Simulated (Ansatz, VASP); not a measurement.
# Sr: VASP beside Ansatz

Contents of INCAR:

```
SYSTEM = Sr
PREC     = Accurate       ! precision mode
ENCUT    = 500            ! plane-wave cutoff, eV
EDIFF    = 1E-6           ! SCF threshold, eV
ISMEAR   = -5             ! smearing method
SIGMA    = 0.1            ! smearing width, eV
LREAL    = .FALSE.        ! projectors in reciprocal space
LASPH    = .TRUE.         ! aspherical terms in the spheres
NELM     = 120            ! most SCF steps
ALGO     = Normal         ! electronic algorithm
ISIF     = 2              ! what is computed and relaxed
LWAVE    = .FALSE.        ! write WAVECAR
LCHARG   = .TRUE.         ! write CHGCAR
GGA      = CA             ! functional
LELF     = .TRUE.         ! ELF
LVHAR    = .TRUE.       
NBANDS   = 11             ! bands
GGA_COMPAT= .FALSE.
```

The input KPOINTS:

```
regular mesh
0
G
  6 6 6
  0 0 0
```

POSCAR

```
Sr
1.0
   -2.2316730000      2.2316730000      2.2316730000
    2.2316730000     -2.2316730000      2.2316730000
    2.2316730000      2.2316730000     -2.2316730000
Sr
1
Direct
    0.0000000000      0.0000000000      0.0000000000
```

Input for Ansatz:

```yaml
crystal:
  lattice:
    - [-2.231673, 2.231673, 2.231673]
    - [2.231673, -2.231673, 2.231673]
    - [2.231673, 2.231673, -2.231673]
  atoms:
    - { symbol: Sr, position: [0.0, 0.0, 0.0] }
  symmetry: { tolerance: 0.0003 }
kpoints:
  mp_grid: { grid: [6, 6, 6], shift: [0, 0, 0] }
magnetization:
  spin_polarized: false
scf:
  occupations: { method: tetrahedron }
hamiltonian:
  pseudopotentials: { kind: paw }
  xc: lda
basis:
  ecutwfc: 420
output:
  forces: true
  stress: true
  eigenvalues: true
```

Alike in both runs: task single point; functional LDA; k mesh 6 × 6 × 6; occupations tetrahedron; no spin polarisation.

|  | VASP | Ansatz |
| --- | --- | --- |
| version | VASP 6.6.1 | Ansatz 0.2.0 |
| potentials or method | VASP PAW LDA potentials, release 64 (Sr_sv), cutoff 500 eV | PAW plane waves |
| valence electrons in the cell | 10 | 10 |

|  | VASP | Ansatz | Ansatz less VASP |
| --- | --- | --- | --- |
| gap on the k mesh at the Fermi level (eV) | none | none | - |
| pressure (GPa) | 1.3 | 1.3 | +0.02 |

LDA's correlation is that of Perdew and Zunger in VASP and of Perdew and Wang (1992) in Ansatz. A gap of «none» marks a metal or a gap that the smearing closes. Ansatz's warnings: band table not solved further, tetrahedron derivatives may miss energy slope.
